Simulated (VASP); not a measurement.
**Al2Cu (sol): single point with PBEsol**

The system is Al2Cu (sol).

```
Al Cu
1.0
     4.08959    0.00000    0.00000
     0.00000    4.08959    0.00000
     0.00000    0.00000    2.84429
Al Cu
2 1
Direct
  0.50000 0.00000 0.50000
  0.00000 0.50000 0.50000
  0.00000 0.00000 0.00000
```

```json
{"Program": "VASP 6.6.1", "Task": "single point", "Functional": "PBEsol", "Potentials or basis": "VASP PAW PBE potentials, release 64 (Al, Cu)", "Cutoff": "520 eV", "k mesh": "10 × 10 × 14", "Occupations": "fermi-dirac, width 0.15 eV", "Spin": "no spin polarisation"}
```

- Pressure: 0.0 GPa

Levels at points of the mesh, in eV from the Fermi level:
| k point | band 6 | band 7 | band 8 | band 9 | band 10 | band 11 | band 12 | band 13 |
| --- | --- | --- | --- | --- | --- | --- | --- | --- |
| (0.00, 0.00, 0.00) | -4.10 | -2.46 | -2.46 | -0.09 | 0.83 | 6.15 | 6.15 | 6.37 |
| (0.50, 0.00, 0.00) | -4.13 | -4.10 | -1.15 | 1.54 | 1.69 | 1.90 | 7.76 | 8.35 |
| (0.50, 0.50, 0.00) | -4.29 | -4.12 | -4.12 | -2.47 | 8.58 | 8.58 | 9.66 | 9.93 |
| (0.00, 0.00, 0.50) | -4.13 | -3.00 | 2.51 | 2.65 | 2.65 | 2.73 | 2.73 | 3.16 |
| (0.50, 0.00, 0.50) | -4.20 | -3.11 | -2.45 | -1.63 | 3.76 | 3.98 | 4.49 | 5.10 |
| (0.50, 0.50, 0.50) | -3.49 | -2.30 | -2.30 | -0.82 | -0.82 | 0.06 | 0.06 | 2.37 |

Run time: 81 s on 1 thread of Intel(R) Xeon(R) Platinum 8488C (Sapphire Rapids) (shared host), peak memory 0.24 GiB.

Caveat: the PAW data sets were made with another functional, which shifts forces and pressure a little.
